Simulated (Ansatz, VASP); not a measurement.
**One calculation of Ge, two programs**

The input POSCAR:

```
Ge
1.0
    0.0000000000      2.8360149687      2.8360149687
    2.8360149687      0.0000000000      2.8360149687
    2.8360149687      2.8360149687      0.0000000000
Ge
2
Direct
    0.5000000000      0.5000000000      0.5000000000
    0.7500000000      0.7500000000      0.7500000000
```

File INCAR.step1:

```
  PREC = Accurate
  ENCUT = 520
  ISMEAR = -1
  SIGMA = 0.01
  LREAL = F
  LASPH = T
  NELM = 80
  NBANDS = 21
  GGA = PE
  ALGO = Normal
  EDIFF = 1E-4
  LWAVE = T
  LCHARG = F
```

The input INCAR.step2:

```
  PREC = Accurate
  ENCUT = 520
  EDIFF = 1E-6
  ISMEAR = -1
  SIGMA = 0.01
  LREAL = F
  LASPH = T
  NELM = 80
  ALGO = Normal
  ISIF = 2
  LWAVE = F
  LCHARG = F
  METAGGA = R2SCAN
  LMIXTAU = T
  NBANDS = 21
  ISTART = 1
```

Contents of KPOINTS:

```
Automatic mesh
0
Gamma
  10 10 10
```

Input for Ansatz:

```yaml
crystal:
  lattice:
    - [0.0, 2.8360149687, 2.8360149687]
    - [2.8360149687, 0.0, 2.8360149687]
    - [2.8360149687, 2.8360149687, 0.0]
  atoms:
    - { symbol: Ge, position: [0.5, 0.5, 0.5] }
    - { symbol: Ge, position: [0.75, 0.75, 0.75] }
hamiltonian:
  xc: r2scan
  pseudopotentials:
    kind: paw
    azcp:
      Ge: "pseudopotentials/Ge.paw.azcp"
basis:
  ecutwfc: 500
  fft_grid_basis: typed
kpoints:
  mp_grid: { grid: [10, 10, 10], shift: [0, 0, 0] }
magnetization:
  spin_polarized: false
scf:
  occupations: { method: fermi_dirac, width: 0.01 }
  lower_state_search: "off"
output:
  stress: true
  write_density: true
  write_potential: true
  elf: true
  volumetric_format: npy
```

Alike in both runs: task single point; functional r2SCAN; k mesh 10 × 10 × 10; occupations fermi-dirac, width 0.01 eV; no spin polarisation.

|  | VASP | Ansatz |
| --- | --- | --- |
| version | VASP 6.6.1 | Ansatz 0.2.0 |
| potentials or method | VASP PAW PBE potentials, release 64 (Ge_d), cutoff 520 eV | plane waves (500 eV) with PAW, scalar-relativistic |
| valence electrons in the cell | 28 | 28 |

```tsv
	VASP	Ansatz	Ansatz less VASP
gap on the k mesh at the Fermi level (eV)	0.33	0.37	+0.039
pressure (GPa)	0.1	0.1	-0.05
```

VASP's potentials were made for PBE, not for r2SCAN.
